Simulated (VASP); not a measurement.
A run of VASP 6.6.1 is set up as follows.

The input INCAR:

```
SYSTEM = NbRu3
  PREC = Accurate
  ENCUT = 520
  EDIFF = 1E-8
  ISMEAR = -1
  SIGMA = 0.05
  LREAL = .FALSE.
  LASPH = .TRUE.
  NELM = 60
  ALGO = Normal
  ISIF = 2
  LWAVE = .FALSE.
  LCHARG = .FALSE.
  LEFG = .TRUE.
  NBANDS = 36
```

File KPOINTS:

```
regular mesh
0
G
  9 9 9
  0 0 0
```

File POSCAR:

```
NbRu3
1.0
    3.8024000000      0.0000000000      0.0000000000
    0.0000000000      3.8024000000      0.0000000000
    0.0000000000      0.0000000000      3.8800000000
Nb Ru
1 3
Direct
    0.0000000000      0.0000000000      0.0000000000
    0.0000000000      0.5000000000      0.5000000000
    0.5000000000      0.0000000000      0.5000000000
    0.5000000000      0.5000000000      0.0000000000
```

Potentials or basis: VASP PAW LDA potentials, release 64 (Nb_sv, Ru_pv).

Launch:

```sh
$ cat potpaw_LDA.64/Nb_sv/POTCAR potpaw_LDA.64/Ru_pv/POTCAR > POTCAR
$ mpirun -np 1 vasp_std > vasp.out
```

Task: Predict the band gap on the k mesh.

Result: Zero (an odd number of electrons rules out a gap without spin polarisation).

Task: Estimate the pressure.

Result: 0.6 GPa.

Electric field gradients, principal values (V/Å²):
```
atom   least  middle  greatest (by size)
1 Nb   0.803   0.803              -1.605
2 Ru   2.912  12.325             -15.237
3 Ru   2.912  12.325             -15.237
4 Ru  14.008  14.008             -28.016
```

Caveat: the cell differs from its parent crystal (equal xx and yy strain of -2 %); without QUAD_EFG the Cq values of the log hold for a quadrupole moment of 1 mb, not for the nuclei.
